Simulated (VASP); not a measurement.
Crystal: Y.

```xyz
2
Lattice="3.6474 0.0000 0.0000 -1.8237 3.1587 0.0000 0.0000 0.0000 5.7306" Properties=species:S:1:pos:R:3 pbc="T T T"
Y     0.0000    2.1058    1.4326
Y     1.8237    1.0529    4.2980
```

* Program: VASP 6.6.1
* Task: relaxation of cell and atoms
* Functional: PBEsol
* Potentials or basis: VASP PAW PBE potentials, release 64 (Y_sv)
* Cutoff: 600 eV
* k mesh: 7 × 7 × 4
* Occupations: methfessel-paxton, width 0.1 eV
* Spin: no spin polarisation

At the start: pressure -2.1 GPa; volume 33.01 Å³/atom.

Where does the relaxation end?

Over 6 steps the energy falls by 11.9 meV/atom and the volume is 31.36 Å³/atom (-5.0 %); space group P6_3/mmc (No. 194, to 0.05 Å).

The path:
```csv
step,energy change (eV),largest force (eV/Å),pressure (GPa),volume (Å³)
1,0.0000,0.0000,-2.06,66.02
2,-0.0221,0.0000,0.52,62.05
3,-0.0231,0.0000,0.04,62.70
4,-0.0231,0.0000,0.11,62.63
5,-0.0236,0.0000,0.08,62.67
6,-0.0238,0.0000,0.05,62.73
```

Final structure:
```cif
data_structure
_symmetry_space_group_name_H-M 'P 1'
_symmetry_Int_Tables_number 1
_cell_length_a 3.6088
_cell_length_b 3.6088
_cell_length_c 5.5616
_cell_angle_alpha 90.000
_cell_angle_beta 90.000
_cell_angle_gamma 120.000
_cell_volume 62.73
loop_
_atom_site_label
_atom_site_type_symbol
_atom_site_fract_x
_atom_site_fract_y
_atom_site_fract_z
_atom_site_occupancy
Y1 Y 0.33333 0.66667 0.25000 1
Y2 Y 0.66667 0.33333 0.75000 1
```

Caveat: the PAW data sets were made with another functional, which shifts forces and pressure a little.
